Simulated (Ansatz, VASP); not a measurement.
## Mg2MoH: VASP beside Ansatz

```xyz
4
Lattice="2.9764 0.0000 0.0000 -1.4882 2.5776 0.0000 0.0000 0.0000 7.5192" Properties=species:S:1:pos:R:3 pbc="T T T"
Mg    0.0000    1.7184    6.0168
Mg    1.4882    0.8592    1.5024
H     0.0000    0.0000    0.0000
Mo    0.0000    0.0000    3.7596
```

Alike in both runs: functional PBE; k mesh 6 × 6 × 4; occupations gaussian, width 0.1 eV; no spin polarisation.

Ansatz relaxed the structure, and its values are those at the end. VASP's run is a single point on that final structure, the one shown.

|  | VASP | Ansatz |
| --- | --- | --- |
| version | VASP 6.6.1 | Ansatz 0.2.0 |
| potentials or method | VASP PAW PBE potentials, release 64 (Mg, H, Mo_sv), cutoff 520 eV | scalar-relativistic, plane waves, PAW |
| valence electrons in the cell | 19 | 35 |

Ansatz gave:

| Quantity | Value |
| --- | --- |
| gap on the k mesh at the Fermi level (eV) | none |
| pressure (GPa) | 0.2 |
| rms of the force components (eV/Å) | 0.003 |

Which values does VASP return?

gap on the k mesh at the Fermi level (eV): none; pressure (GPa): 0.1; rms of the force components (eV/Å): 0.009.

A gap of «none» marks a metal or a gap that the smearing closes. With one functional, cell and mesh, what is left measures potentials, basis and numerics. VASP's potentials hold 19 valence electrons a cell and Ansatz's 35, so a difference there can come from the potentials and not from the codes.

The k mesh is coarse, so the values compare programs but aren't converged.
